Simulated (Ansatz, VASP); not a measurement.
## Al in VASP and in Ansatz

INCAR

```
ALGO     = Normal         # electronic algorithm
EDIFF    = 1E-6           # SCF threshold, eV
ENCUT    = 520            # plane-wave cutoff, eV
GGA      = PE             # functional
ISIF     = 2              # what is computed and relaxed
ISMEAR   = 0              # smearing method
IVDW     = 12             # dispersion correction
LASPH    = True           # aspherical terms in the spheres
LCHARG   = False          # write CHGCAR
LREAL    = False          # projectors in reciprocal space
LWAVE    = False          # write WAVECAR
NBANDS   = 14             # bands
NELM     = 60             # most SCF steps
PREC     = Accurate       # precision mode
SIGMA    = 0.15           # smearing width, eV
```

File KPOINTS:

```
k-points
0
Gamma
  18 18 4
```

File POSCAR:

```
Al
1.0
    2.6568000000      0.0000000000      0.0000000000
   -1.3284000000      2.3008562928      0.0000000000
    0.0000000000      0.0000000000     11.2371000000
Al
4
Direct
    0.0000000000      0.0000000000      0.0000000000
    0.3333333333      0.6666666667      0.2500000000
    0.0000000000      0.0000000000      0.5000000000
    0.6666666667      0.3333333333      0.7500000000
```

Input for Ansatz:

```yaml
crystal:
  lattice:
    - [2.6568, 0.0, 0.0]
    - [-1.3284, 2.3008562928, 0.0]
    - [0.0, 0.0, 11.2371]
  atoms:
    - { symbol: Al, position: [0.0, 0.0, 0.0] }
    - { symbol: Al, position: [0.3333333333, 0.6666666667, 0.25] }
    - { symbol: Al, position: [0.0, 0.0, 0.5] }
    - { symbol: Al, position: [0.6666666667, 0.3333333333, 0.75] }
basis:
  ecutwfc: 420
kpoints:
  mp_grid: { grid: [18, 18, 4] }
hamiltonian:
  xc: pbe
  pseudopotentials: { kind: paw, azcp: { folder: soft_1 } }
  dispersion: d3bj
scf:
  occupations: { method: gaussian, width: 0.15 }
output:
  forces: true
  stress: true
  eigenvalues: true
```

Alike in both runs: task single point; functional PBE; dispersion D3(BJ); k mesh 18 × 18 × 4; occupations gaussian, width 0.15 eV; no spin polarisation.

|  | VASP | Ansatz |
| --- | --- | --- |
| version | VASP 6.6.1 | Ansatz 0.2.0 |
| potentials or method | VASP PAW PBE potentials, release 64 (Al), cutoff 520 eV | scalar-relativistic, plane waves, PAW |
| valence electrons in the cell | 12 | 12 |

```tsv
	VASP	Ansatz	Ansatz less VASP
gap on the k mesh at the Fermi level (eV)	none	none	-
pressure (GPa)	0.7	0.7	-0.01
traceless stress, the component that is largest in VASP (GPa)	-12.03	-12.03	+0.003
```

A gap of «none» marks a metal or a gap that the smearing closes.
